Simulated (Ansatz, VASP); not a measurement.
## One calculation of AlO2, two programs

INCAR

```
ALGO = Normal ; EDIFF = 1E-6
EDIFFG = -0.04 ; ENCUT = 600
GGA = PE ; IBRION = 2
ISIF = 3 ; ISMEAR = 0
LASPH = T ; LCHARG = F
LREAL = F ; LWAVE = F
NELM = 100 ; NSW = 90
PREC = Accurate ; SIGMA = 0.1
```

KPOINTS

```
k-points
0
Gamma
  8 4 4
```

File POSCAR:

```
AlO2
1.0
    2.1425932700      0.0000000000      0.0000000000
    0.0000000000      4.0714096200      0.0000000000
    0.0000000000      0.0000000000      4.6414253600
Al O
1 2
Direct
    0.5000000000      0.0000000000      0.5000000000
    0.5000000000      0.0000000000      0.8376513100
    0.5000000000      0.0000000000      0.1623486900
```

Input for Ansatz:

```yaml
crystal:
  lattice:
    - [2.14259327, 0.0, 0.0]
    - [0.0, 4.07140962, 0.0]
    - [0.0, 0.0, 4.64142536]
  atoms:
    - { symbol: Al, position: [0.5, 0.0, 0.5] }
    - { symbol: O, position: [0.5, 0.0, 0.83765131] }
    - { symbol: O, position: [0.5, 0.0, 0.16234869] }
basis:
  ecutwfc: 420
kpoints:
  mp_grid: { grid: [8, 4, 4] }
hamiltonian:
  xc: pbe
scf:
  occupations: { method: gaussian, width: 0.1 }
  lower_state_search: "off"
output:
  forces: true
  stress: true
  eigenvalues: true
relax:
  adjacent_minimum: "off"
  f_tol: 0.04
  max_steps: 70
  cell: { stress_tol: 0.4 }
```

Alike in both runs: task relaxation of cell and atoms; functional PBE; k mesh 8 × 4 × 4; occupations gaussian, width 0.1 eV; no spin polarisation.

|  | VASP | Ansatz |
| --- | --- | --- |
| version | VASP 6.6.1 | Ansatz 0.2.0 |
| potentials or method | VASP PAW PBE potentials, release 64 (Al, O), cutoff 600 eV | scalar-relativistic, plane waves, PAW |
| valence electrons in the cell | 15 | 15 |

```csv
,VASP,Ansatz,Ansatz less VASP
"gap on the k mesh at the Fermi level, each at its own relaxed structure (eV)",none,none,-
relaxed volume (Å³/atom),14.53,15.44,+0.913
relaxed cell length with the largest relative difference (Å),2.841,3.101,+0.2605
```

A gap of «none» marks a metal or a gap that the smearing closes. One of these differences is far larger than is usual between the two programs; its cause wasn't traced.

The k mesh is coarse, so the values compare programs but aren't converged.
